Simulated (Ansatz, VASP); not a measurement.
One calculation of Sb, two programs

```
Sb
1.0
     2.11834    1.22302    3.80016
    -2.11834    1.22302    3.80016
     0.00000   -2.44605    3.80016
Sb
2
Direct
  0.23364 0.23364 0.23364
  0.76636 0.76636 0.76636
```

Change from the starting cell: strain -0.015 along x and y, +0.015 along z, atoms carried along.

Alike in both runs: task single point; functional PBEsol; k mesh 12 × 12 × 12; occupations gaussian, width 0.15 eV; no spin polarisation.

|  | VASP | Ansatz |
| --- | --- | --- |
| version | VASP 6.6.1 | Ansatz 0.2.0 |
| potentials or method | VASP PAW PBE potentials, release 64 (Sb), cutoff 520 eV | scalar-relativistic, plane waves, PAW |
| valence electrons in the cell | 10 | 30 |

```tsv
	VASP	Ansatz	Ansatz less VASP
gap on the k mesh at the Fermi level (eV)	none	none	-
pressure (GPa)	1.8	1.5	-0.23
traceless stress, the component that is largest in VASP (GPa)	-1.16	-1.11	+0.054
rms of the force components (eV/Å)	0.167	0.129	-0.0376
```

VASP's potentials were made for PBE, not for PBEsol. Atom by atom the forces differ by 0.038 eV/Å (rms over components). A gap of «none» marks a metal or a gap that the smearing closes. VASP's potentials hold 10 valence electrons a cell and Ansatz's 30, so a difference there can come from the potentials and not from the codes.

Neither program's run includes spin-orbit coupling.
